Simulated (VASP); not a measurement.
Wanted: the native input for a VASP 6.6.1 run.

```yaml
Task: single point
Functional: PBEsol
Potentials_or_basis: VASP PAW PBE potentials, release 64 (Ta_pv, O)
Cutoff: 520 eV
k_mesh: 16 × 16 × 8
Occupations: gaussian, width 0.15 eV
Spin: no spin polarisation
Dipole_correction: no
Further_INCAR_settings: ALGO = Fast; EDIFF = 1e-06; NBANDS = 33
```

The structure of Ta4O lies in POSCAR:

```
Ta4O
1.0
    3.2549289296      0.0000000000      0.0000000000
    0.0000000000      3.2549289296      0.0000000000
    0.0000000000      0.0000000000      7.1448681512
Ta O
4 1
Direct
    0.0000000000      0.0000000000      0.5000000000
    0.5000000000      0.5000000000      0.7827832025
    0.5000000000      0.5000000000      0.2172167975
    0.0000000000      0.0000000000      0.0000000000
    0.5000000000      0.5000000000      0.5000000000
```

This cell differs from its parent crystal: ratio of the length along z to the lengths across it x 0.96, volume and fractional coordinates fixed.

One way to write it, as run:

INCAR

```
SYSTEM = Ta4O
  ALGO = Fast
  EDIFF = 1E-6
  ENCUT = 520
  GGA = PS
  ISIF = 2
  ISMEAR = 0
  LASPH = .True.
  LCHARG = .False.
  LREAL = .False.
  LWAVE = .False.
  NBANDS = 33
  NELM = 80
  PREC = Accurate
  SIGMA = 0.15
```

KPOINTS

```
k-points
0
Gamma
  16 16 8
  0 0 0
```

Potentials or basis: VASP PAW PBE potentials, release 64 (Ta_pv, O).

Run with:

```console
$ cat potpaw_PBE.64/Ta_pv/POTCAR potpaw_PBE.64/O/POTCAR > POTCAR
$ mpirun -np 1 vasp_std > vasp.out
```

It gave:

* Pressure: 2.3 GPa
* Largest force: 0.575 eV/Å
* Band gap on the k mesh: zero (bands 25 and 26 overlap by 1.04 eV)

Caveat: the stress differs along the axes, from -1 to 10 GPa; the PAW data sets were made with another functional, which shifts forces and pressure a little; spin-orbit coupling is left out, which moves the levels of the heavy elements.

Wall time 16 min on 1 thread of Oxide Virtual Turin-like Processor (shared host), peak memory 0.47 GiB.
